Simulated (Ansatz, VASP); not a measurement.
**Two plane-wave programs on MoS2**

```
Mo S
1.0
     3.14118    0.00000    0.00000
    -1.57059    2.72035    0.00000
     0.00000    0.00000    6.12471
Mo S
1 2
Direct
  0.00000 0.00000 0.50000
  0.33333 0.66667 0.24106
  0.66667 0.33333 0.75894
```

Alike in both runs: task relaxation of cell and atoms; functional PBEsol; k mesh 18 × 18 × 8; occupations gaussian, width 0.1 eV; no spin polarisation.

|  | VASP | Ansatz |
| --- | --- | --- |
| version | VASP 6.6.1 | Ansatz 0.2.0 |
| potentials or method | VASP PAW PBE potentials, release 64 (Mo_sv, S), cutoff 600 eV | scalar-relativistic, plane waves, PAW |
| valence electrons in the cell | 26 | 26 |

|  | VASP | Ansatz | Ansatz less VASP |
| --- | --- | --- | --- |
| gap on the k mesh at the Fermi level, each at its own relaxed structure (eV) | none | none | - |
| relaxed volume (Å³/atom) | 17.45 | 17.45 | 0.000 |
| relaxed length of the cell vector where the two differ most in proportion (Å) | 6.125 | 6.125 | 0.0000 |

VASP's potentials were made for PBE, not for PBEsol. A gap of «none» marks a metal or a gap that the smearing closes.

Noted on VASP's run: the relaxation stopped at its first step, so nothing moved.
